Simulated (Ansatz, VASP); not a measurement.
# Ir in VASP and in Ansatz

```
Ir
1.0
     0.00000    1.82371    1.82371
     1.82371    0.00000    1.82371
     1.82371    1.82371    0.00000
Ir
1
Cartesian
  0.0000 0.0000 0.0000
```

Change from the starting cell: strain -0.050 along x and y, -0.050 along z, atoms carried along.

Alike in both runs: task single point; functional r2SCAN; k mesh 22 × 22 × 22; occupations gaussian, width 0.15 eV; no spin polarisation.

|  | VASP | Ansatz |
| --- | --- | --- |
| version | VASP 6.6.1 | Ansatz 0.2.0 |
| potentials or method | VASP PAW PBE potentials, release 64 (Ir), cutoff 520 eV | scalar-relativistic, plane waves, PAW |
| valence electrons in the cell | 9 | 17 |

Ansatz gave:

* gap on the k mesh at the Fermi level (eV): none
* pressure (GPa): 88.3

Task: What did VASP give for the same quantities?

Result: gap on the k mesh at the Fermi level (eV): none; pressure (GPa): 94.2.

VASP's potentials were made for PBE, not for r2SCAN. A gap of «none» marks a metal or a gap that the smearing closes. Both programs put the cell under a high pressure, so it lies far from rest at this level. VASP's potentials hold 9 valence electrons a cell and Ansatz's 17, so a difference there can come from the potentials and not from the codes.

Neither program's run includes spin-orbit coupling. Noted on VASP's run: the cell as given lies far from equilibrium.
